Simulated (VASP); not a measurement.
Here is a VASP 6.6.1 calculation.

The input INCAR:

```
PREC = Accurate ; ENCUT = 520
EDIFF = 1E-7 ; ISMEAR = -1
SIGMA = 0.05 ; LREAL = False
LASPH = True ; NELM = 150
ALGO = Normal ; ISIF = 2
LWAVE = False ; LCHARG = True
ISPIN = 2 ; MAGMOM = 1
LORBIT = 11 ; LMAXMIX = 4
GGA = B5 ; ALDAX = 1.0
AGGAX = 1.0 ; AGGAC = 1.0
ALDAC = 0.0 ; LELF = True
LVHAR = True ; NBANDS = 14
```

KPOINTS

```
regular mesh
0
Gamma
  22 22 22
```

POSCAR

```
Ir
1.0
    0.0000000000      2.0195486683      2.0195486683
    2.0195486683      0.0000000000      2.0195486683
    2.0195486683      2.0195486683      0.0000000000
Ir
1
Direct
    0.0000000000      0.0000000000      0.0000000000
```

Potentials or basis: VASP PAW PBE potentials, release 64 (Ir).

The run is started by

```sh
$ cat potpaw_PBE.64/Ir/POTCAR > POTCAR
$ mpirun -np 1 vasp_std > vasp.out
```

Q: What does it give for the net moment?

A: 0.00 μB per cell.

Q: What does it give for the pressure?

A: -16.8 GPa.

Caveat: the cell stands under tension; the PAW data sets were made with another functional, which shifts forces and pressure a little.
